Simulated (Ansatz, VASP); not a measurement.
**Two plane-wave programs on Hf2S**

File INCAR:

```
PREC = Accurate
ENCUT = 520
EDIFF = 1E-6
ISMEAR = 0
SIGMA = 0.2
LREAL = F
LASPH = T
NELM = 60
ALGO = Normal
ISIF = 2
LWAVE = F
LCHARG = F
GGA = PS
NBANDS = 35
```

Contents of KPOINTS:

```
Automatic mesh
0
Gamma
  6 6 2
```

File POSCAR:

```
Hf2S
1.0
    3.3742737662      0.0000000000      0.0000000000
   -1.6871368831      2.9222068008      0.0000000000
    0.0000000000      0.0000000000     11.7174070300
Hf S
4 2
Direct
    0.6666666667      0.3333333333      0.8998116400
    0.3333333333      0.6666666667      0.3998116400
    0.6666666667      0.3333333333      0.6001883600
    0.3333333333      0.6666666667      0.1001883600
    0.0000000000      0.0000000000      0.7500000000
    0.0000000000      0.0000000000      0.2500000000
```

Input for Ansatz:

```yaml
crystal:
  lattice:
    - [3.3742737662, 0.0, 0.0]
    - [-1.6871368831, 2.9222068008, 0.0]
    - [0.0, 0.0, 11.71740703]
  atoms:
    - { symbol: Hf, position: [0.6666666667, 0.3333333333, 0.89981164] }
    - { symbol: Hf, position: [0.3333333333, 0.6666666667, 0.39981164] }
    - { symbol: Hf, position: [0.6666666667, 0.3333333333, 0.60018836] }
    - { symbol: Hf, position: [0.3333333333, 0.6666666667, 0.10018836] }
    - { symbol: S, position: [0.0, 0.0, 0.75] }
    - { symbol: S, position: [0.0, 0.0, 0.25] }
basis:
  ecutwfc: 420
kpoints:
  mp_grid: { grid: [6, 6, 2] }
hamiltonian:
  xc: pbesol
scf:
  occupations: { method: gaussian, width: 0.2 }
output:
  forces: true
  stress: true
  eigenvalues: true
```

Alike in both runs: task single point; functional PBEsol; k mesh 6 × 6 × 2; occupations gaussian, width 0.2 eV; no spin polarisation.

```csv
,VASP,Ansatz
version,VASP 6.6.1,Ansatz 0.2.0
potentials or method,"VASP PAW PBE potentials, release 64 (Hf_pv, S), cutoff 520 eV","scalar-relativistic, plane waves, PAW"
valence electrons in the cell,52,116
```

|  | VASP | Ansatz | Ansatz less VASP |
| --- | --- | --- | --- |
| gap on the k mesh at the Fermi level (eV) | none | none | - |
| pressure (GPa) | -3.3 | -2.9 | +0.45 |
| traceless stress, the component that is largest in VASP (GPa) | 0.16 | 0.16 | -0.006 |
| rms of the force components (eV/Å) | 0.109 | 0.110 | +0.0007 |

VASP's potentials were made for PBE, not for PBEsol. Atom by atom the forces differ by 0.001 eV/Å (rms over components). A gap of «none» marks a metal or a gap that the smearing closes. VASP's potentials hold 52 valence electrons a cell and Ansatz's 116, so a difference there can come from the potentials and not from the codes.

Spin-orbit coupling is off throughout.
